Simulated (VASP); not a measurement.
# Zr in VASP: further runs

Zr is run at these levels: PBE; tasks: single point.

Program: VASP 6.6.1. These are calculated values, not measurements. Logs are shortened: lines on timing, memory, paths and dates and some standing lists are left out, and cuts for length are marked.

**1. The cell of the first run**

The typed cell holds 4 atoms: a = 5.701 Å, b = 5.701 Å, c = 5.415 Å, α = 90.00°, β = 90.00°, γ = 147.62°.

**2. Single point, PBE**

The input, INCAR:

```
SYSTEM = Zr
  ALGO = Fast
  EDIFF = 1E-6
  ENCUT = 520
  GGA = PE
  ISIF = 2
  ISMEAR = 0
  LASPH = .TRUE.
  LCHARG = .FALSE.
  LREAL = .FALSE.
  LWAVE = .FALSE.
  NBANDS = 32
  NELM = 60
  PREC = Accurate
  SIGMA = 0.1
```

The input, KPOINTS:

```
k-points
0
G
  6 6 4
  0 0 0
```

The input, POSCAR:

```
Zr
1.0
    1.5897948046     -5.4750050804      0.0000000000
    1.5897948046      5.4750050804      0.0000000000
    0.0000000000      0.0000000000      5.4145564460
Zr
4
Direct
    0.1341672274      0.8658327726      0.9999462438
    0.6341672274      0.3658327726      0.5000537562
    0.8658327726      0.1341672274      0.0000537562
    0.3658327726      0.6341672274      0.4999462438
```

Potentials or basis: VASP PAW PBE potentials, release 64 (Zr_sv).

On the command line:

```sh
$ cat potpaw_PBE.64/Zr_sv/POTCAR > POTCAR
$ mpirun -np 1 vasp_std > vasp.out
```

OUTCAR:

```text
SYSTEM = Zr
   EDIFF = 1E-6
   ENCUT = 520
   GGA = PE
   ISIF = 2
   ISMEAR = 0
   LASPH = .TRUE.
   LREAL = .FALSE.
   NELM = 60
   PREC = Accurate

 ion  position               nearest neighbor table
   1  0.134  0.866  1.000-   3 2.94   3 2.99   3 2.99   2 3.14   2 3.14   2 3.14   2 3.14   4 3.71
                             4 3.71
   2  0.634  0.366  0.500-   4 2.94   4 2.99   4 2.99   1 3.14   1 3.14   1 3.14   1 3.14   3 3.71
                             3 3.71
   3  0.866  0.134  0.000-   1 2.94   1 2.99   1 2.99   4 3.14   4 3.14   4 3.14   4 3.14   2 3.71
                             2 3.71
   4  0.366  0.634  0.500-   2 2.94   2 2.99   2 2.99   3 3.14   3 3.14   3 3.14   3 3.14   1 3.71
                             1 3.71

  LATTYP: Found a base centered orthorhombic cell.
 ALAT       =     3.1795896092
 B/A-ratio  =     3.4438438625
 C/A-ratio  =     1.7029104732

  Lattice vectors:

 A1 = (   1.5897948046,  -5.4750050804,   0.0000000000)
 A2 = (   1.5897948046,   5.4750050804,   0.0000000000)
 A3 = (   0.0000000000,   0.0000000000,   5.4145564460)

Analysis of symmetry for initial positions (statically):
=====================================================================
 Subroutine PRICEL returns:
 Original cell was already a primitive cell.

 Routine SETGRP: Setting up the symmetry group for a
 base centered orthorhombic supercell.

 Subroutine GETGRP returns: Found  8 space group operations
 (whereof  4 operations were pure point group operations)
 out of a pool of  8 trial point group operations.

The static configuration has the point symmetry C_2h.
 The point group associated with its full space group is D_2h.

Analysis of symmetry for dynamics (positions and initial velocities):
=====================================================================
 Subroutine PRICEL returns:
 Original cell was already a primitive cell.

 Routine SETGRP: Setting up the symmetry group for a
 base centered orthorhombic supercell.

 Subroutine GETGRP returns: Found  8 space group operations
 (whereof  4 operations were pure point group operations)
 out of a pool of  8 trial point group operations.

The dynamic configuration has the point symmetry C_2h.
 The point group associated with its full space group is D_2h.

 Subroutine INISYM returns: Found  8 space group operations
 (whereof  4 operations are pure point group operations),
 and found     1 'primitive' translations

----------------------------------------------------------------------------------------

[... 93 lines left out ...]
   LASPH  =      T    aspherical Exc in radial PAW
   ENCUT  =  520.0 eV  38.22 Ry    6.18 a.u.  10.60 10.60 10.07*2*pi/ulx,y,z
   NELM   =     60;   NELMIN=  2; NELMDL= -5     # of ELM steps
   EDIFF  = 0.1E-05   stopping-criterion for ELM
   LREAL  =      F    real-space projection
   EDIFFG = 0.1E-04   stopping-criterion for IOM
   NSW    =      0    number of steps for IOM
   IBRION =     -1    ionic relax: 0-MD 1-quasi-New 2-CG
   NFREE  =      0    steps in history (QN), initial steepest desc. (CG)
   ISIF   =      2    stress and relaxation
   ISYM   =      2    0-nonsym 1-usesym 2-fastsym
   POTIM  = 0.5000    time-step for ionic-motion
   TEBEG  =    0.0;   TEEND  =   0.0 temperature during run
   PSTRESS=    0.0 pullay stress
   NELECT =      48.0000    total number of electrons
   NUPDOWN=      -1.0000    fix difference up-down
   EMIN   =  10.00;   EMAX   =-10.00  energy-range for DOS
   EFERMI =   0.00;   METHOD = LEGACY
   ISMEAR =     0;   SIGMA  =   0.10  broadening in eV -4-tet -1-fermi 0-gaus
   EFERMI_NEDOS =   21; number of points for ismear=-14 and -15
   IALGO  =     68    algorithm
   IMIX   =      4    mixing-type and parameters
     AMIX     =   0.40;   BMIX     =  1.00
     AMIX_MAG =   1.60;   BMIX_MAG =  1.00
  volume/ion in A,a.u.               =      23.56       159.02
  Fermi-wavevector in a.u.,A,eV,Ry     =   1.307322  2.470479 23.253576  1.709090
  Thomas-Fermi vector in A             =   2.438064
   LORBIT       =      0    0 simple, 1 ext, 2 COOP (PROOUT), +10 PAW based schemes
   GGA     = PE    functional components
   LHFCALC =     F    Hartree Fock is set to
   AEXX    =    0.0000 exact exchange contribution
   IVDW    =     0    specifies the selected vdW correction
   LEPSILON=     F    determine dielectric tensor
   LRPA    =     F    only Hartree local field effects (RPA)
 non-spin polarized calculation
 RMM-DIIS sequential band-by-band and
 Gauss-broadening in eV      SIGMA  =   0.10
  energy-cutoff  :      520.00
  volume of cell :       94.26
 maximum number of plane-waves:      2570
   NGX = 21   NGY = 21   NGZ = 21

 number of electron      47.9999998 magnetization

 Free energy of the ion-electron system (eV)
  ---------------------------------------------------
  ext. energy  EPLUGINS =         0.00000000
  ---------------------------------------------------
  free energy    TOTEN  =       -33.36775908 eV

  energy without entropy =      -33.33540232  energy(sigma->0) =      -33.35158070

 E-fermi :   8.6227     XC(G=0): -10.9913

 val. band max:        8.5914427835   @ k =   0.1667   0.0000   0.0000
 cond. band min:       8.6285673966   @ k =   0.1667   0.1667   0.2500
 fundamental gap:      0.0371246130
 Fermi energy:         8.6227465753

 k-point     1 :       0.0000    0.0000    0.0000
  band No.  band energies     occupation
      1     -40.0443      2.00000
      2     -39.9180      2.00000
      3     -39.8713      2.00000
      4     -39.7616      2.00000
      5     -18.6887      2.00000
      6     -18.4859      2.00000
[... 829 lines left out ...]
     31      11.0634      0.00000
     32      11.3643      0.00000

 [... further k-points ...]
[... 5 lines left out ...]
  --------------------------------------------------------------------------------------
  -------------------------------------------------------------------------------------
  Total        0.1196888      0.0523336      0.2195423      0.0000000      0.0000000      0.0000000
  in kB        2.0344439      0.8895552      3.7317311      0.0000000      0.0000000      0.0000000
  external PRESSURE =       2.2185767 kB  Pullay stress =       0.0000000 kB

 VOLUME and BASIS-vectors are now :
 -----------------------------------------------------------------------------
  energy-cutoff  :      520.00
  volume of cell :       94.26
      direct lattice vectors                 reciprocal lattice vectors
     1.589794805 -5.475005080  0.000000000     0.314505997 -0.091324116  0.000000000
     1.589794805  5.475005080  0.000000000     0.314505997  0.091324116  0.000000000
     0.000000000  0.000000000  5.414556446     0.000000000  0.000000000  0.184687335

 POSITION                                       TOTAL-FORCE (eV/Angst)
 -----------------------------------------------------------------------------------
      1.58979      4.00587      5.41427         0.000000      0.018422      0.001561
      1.58979     -1.46913      2.70757         0.000000      0.018422     -0.001561
      1.58979     -4.00587      0.00029         0.000000     -0.018422     -0.001561
      1.58979      1.46913      2.70699         0.000000     -0.018422      0.001561
 -----------------------------------------------------------------------------------
    total drift:                               -0.000000     -0.000000     -0.000000

  FREE ENERGIE OF THE ION-ELECTRON SYSTEM (eV)
  ---------------------------------------------------
  free  energy   TOTEN  =       -33.3677590805 eV

  energy  without entropy=      -33.3354023222  energy(sigma->0) =      -33.35158070
```

OSZICAR:

```text
N       E                     dE             d eps       ncg     rms          rms(c)
DAV:   1     0.502862192482E+03    0.50286E+03   -0.25489E+04  2496   0.149E+03
DAV:   2     0.738830109123E+01   -0.49547E+03   -0.47963E+03  2832   0.451E+02
DAV:   3    -0.324889806279E+02   -0.39877E+02   -0.38598E+02  4320   0.891E+01
[... 15 lines left out ...]
RMM:  19    -0.333677518554E+02   -0.32900E-05   -0.42175E-05  3821   0.295E-02    0.454E-02
RMM:  20    -0.333677552811E+02   -0.34257E-05   -0.28577E-05  3696   0.237E-02    0.260E-02
RMM:  21    -0.333677572204E+02   -0.19394E-05   -0.17447E-05  3093   0.172E-02    0.141E-02
RMM:  22    -0.333677582472E+02   -0.10268E-05   -0.10620E-05  2522   0.130E-02    0.116E-02
RMM:  23    -0.333677590805E+02   -0.83325E-06   -0.66991E-06  2379   0.103E-02
   1 F= -.33367759E+02 E0= -.33351581E+02  d E =-.323568E-01
```

stdout:

```text
POSCAR found type information on POSCAR Zr
 POSCAR found :  1 types and       4 ions
 scaLAPACK will be used
 LDA part: xc-table for (Slater+PW92), standard interpolation
 POSCAR, INCAR and KPOINTS ok, starting setup
 FFT: planning ... GRIDC
 FFT: planning ... GRID_SOFT
 FFT: planning ... GRID
 WAVECAR not read
 entering main loop
WARNING in EDDRMM: call to ZHEGV failed, returncode =   6  3     18
WARNING in EDDRMM: call to ZHEGV failed, returncode =   8  4     28
WARNING in EDDRMM: call to ZHEGV failed, returncode =   8  4     17
WARNING in EDDRMM: call to ZHEGV failed, returncode =   6  3     22
WARNING in EDDRMM: call to ZHEGV failed, returncode =   6  3     22
WARNING in EDDRMM: call to ZHEGV failed, returncode =   6  3      5
WARNING in EDDRMM: call to ZHEGV failed, returncode =   6  3     27
WARNING in EDDRMM: call to ZHEGV failed, returncode =   8  4      9
WARNING in EDDRMM: call to ZHEGV failed, returncode =   6  3     17
WARNING in EDDRMM: call to ZHEGV failed, returncode =   8  4     12
WARNING in EDDRMM: call to ZHEGV failed, returncode =   6  3     11
WARNING in EDDRMM: call to ZHEGV failed, returncode =   8  4     15
WARNING in EDDRMM: call to ZHEGV failed, returncode =   8  4     16
WARNING in EDDRMM: call to ZHEGV failed, returncode =   8  4      6
WARNING in EDDRMM: call to ZHEGV failed, returncode =   8  4     11
WARNING in EDDRMM: call to ZHEGV failed, returncode =   8  4     11
WARNING in EDDRMM: call to ZHEGV failed, returncode =   8  4     30
WARNING in EDDRMM: call to ZHEGV failed, returncode =   6  3     18
WARNING in EDDRMM: call to ZHEGV failed, returncode =   6  3      9
WARNING in EDDRMM: call to ZHEGV failed, returncode =   8  4     12
WARNING in EDDRMM: call to ZHEGV failed, returncode =   8  4     12
```

It took 4.3 min on 1 thread of Intel Xeon Platinum 8259CL at 2.50GHz (Skylake/Cascade Lake), shared host; peak memory 0.29 GiB.

Results:

| Quantity | Value |
| --- | --- |
| Free energy | -33.3678 eV |
| Pressure | 0.2 GPa |
| Largest force | 0.018 eV/Å |
| Band gap on the k mesh | zero (bands 24 and 25 overlap by 1.38 eV) |

Forces on the atoms (eV/Å):
```
Zr   0.000  0.018  0.002
Zr   0.000  0.018 -0.002
Zr   0.000 -0.018 -0.002
Zr   0.000 -0.018  0.002
```

Stress tensor (GPa, compression positive):
```
0.20 0.00 0.00
0.00 0.09 0.00
0.00 0.00 0.37
```

Levels at points of the mesh, in eV from the Fermi level:
```csv
k point,band 21,band 22,band 23,band 24,band 25,band 26,band 27,band 28
"(0.00, 0.00, 0.00)",-1.92,-0.68,0.45,0.89,0.90,1.11,1.43,1.54
"(0.50, 0.00, 0.00)",-1.04,-1.04,-0.44,-0.44,-0.13,-0.13,1.38,1.38
"(0.50, 0.50, 0.00)",-1.63,-1.26,-1.15,0.77,0.79,0.89,0.92,1.66
"(0.00, 0.00, 0.50)",-1.52,-1.52,-0.07,-0.07,0.30,0.30,1.50,1.50
"(0.50, 0.00, 0.50)",-1.36,-1.36,-0.95,-0.95,1.03,1.03,1.86,1.86
"(0.50, 0.50, 0.50)",-1.31,-1.31,-0.08,-0.08,0.93,0.93,1.28,1.28
```

**3. Single point, PBE**

This run uses another cell than the first one: it holds 2 atoms, not 4.

The input, INCAR:

```
SYSTEM = Zr
PREC = Accurate
ENCUT = 500
EDIFF = 1E-6
ISMEAR = 0
SIGMA = 0.1
LREAL = .FALSE.
LASPH = .TRUE.
NELM = 120
ALGO = Normal
ISIF = 2
LWAVE = .FALSE.
LCHARG = .FALSE.
GGA = PE
NBANDS = 19
GGA_COMPAT = .FALSE.
```

The input, KPOINTS:

```
Automatic mesh
0
G
  20 20 20
  0 0 0
```

The input, POSCAR:

```
Zr
1.0
    0.0000000000      2.6928364210      5.4500041114
    1.6060593864      0.0000000000      5.4500041114
    1.6060593864      2.6928364210      0.0000000000
Zr
2
Direct
    0.1345524939      0.1345524939      0.8654475061
    0.8654475061      0.8654475061      0.1345524939
```

Potentials or basis: VASP PAW PBE potentials, release 64 (Zr_sv).

On the command line:

```sh
$ cat potpaw_PBE.64/Zr_sv/POTCAR > POTCAR
$ mpirun -np 1 vasp_std > vasp.out
```

Wall time 9.5 min (1 thread of Intel Xeon 6975P-C (Granite Rapids), shared host); peak memory 0.83 GiB.

The run converged. Its results:

```
Free energy            : -16.6949 eV
Pressure               : 0.1 GPa
Band gap on the k mesh : zero (bands 12 and 13 overlap by 1.76 eV)
```

Levels at points of the mesh, in eV from the Fermi level:
| k point | band 9 | band 10 | band 11 | band 12 | band 13 | band 14 | band 15 | band 16 |
| --- | --- | --- | --- | --- | --- | --- | --- | --- |
| (0.00, 0.00, 0.00) | -5.28 | -2.47 | -0.58 | 0.99 | 1.02 | 1.48 | 1.62 | 2.11 |
| (0.50, 0.00, 0.00) | -2.50 | -2.36 | -1.28 | -0.89 | 1.04 | 1.90 | 2.42 | 4.06 |
| (0.50, 0.50, 0.00) | -3.84 | -3.78 | -1.11 | 0.69 | 1.03 | 1.85 | 1.86 | 1.90 |
| (0.50, 0.00, 0.50) | -2.78 | -2.72 | -1.86 | 0.57 | 1.01 | 1.86 | 3.05 | 3.34 |
| (0.00, 0.50, 0.50) | -2.42 | -1.67 | -1.57 | -1.18 | 0.68 | 0.98 | 3.24 | 4.87 |

(Part 1 of 2 ends here.)
